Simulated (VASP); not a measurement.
TaC, 2 atoms in the cell. It takes space group Fm-3m (No. 225, cubic). Conventional cell: a = 4.440 Å, b = 4.440 Å, c = 4.440 Å, α = 90.00°, β = 90.00°, γ = 90.00°. Ta (site symmetry m-3m) has 6 C at 2.22 Å within 2.9 Å. Within 2.9 Å of C (site symmetry m-3m) lie 6 Ta at 2.22 Å. 

| Quantity | Value |
| --- | --- |
| Program | VASP 6.6.1 |
| Task | single point |
| Functional | PBEsol |
| Potentials or basis | VASP PAW PBE potentials, release 64 (Ta_pv, C) |
| Cutoff | 600 eV |
| k mesh | 16 × 16 × 16 |
| Occupations | gaussian, width 0.1 eV |
| Spin | non-collinear spin, zero start, spin-orbit coupling |
| Starting moments | [[0.0, 0.0, 0.0], [0.0, 0.0, 0.0]] μB |
| Dipole correction | no |
| Further INCAR settings | ALGO = Normal; EDIFF = 1e-06; NBANDS = 27 |

Potentials or basis: VASP PAW PBE potentials, release 64 (Ta_pv, C).

Launch:

```bash
$ cat potpaw_PBE.64/Ta_pv/POTCAR potpaw_PBE.64/C/POTCAR > POTCAR
$ mpirun -np 1 vasp_ncl > vasp.out
```

Hardware: 1 thread of Oxide Virtual Turin-like Processor (shared host).

**Question.** How long does it take, and how much memory?

**Answer.** Wall time 4.5 min on 1 thread of Oxide Virtual Turin-like Processor, with other jobs on the host, peak memory 0.31 GiB. Counts: scf iterations 13, k points 145.
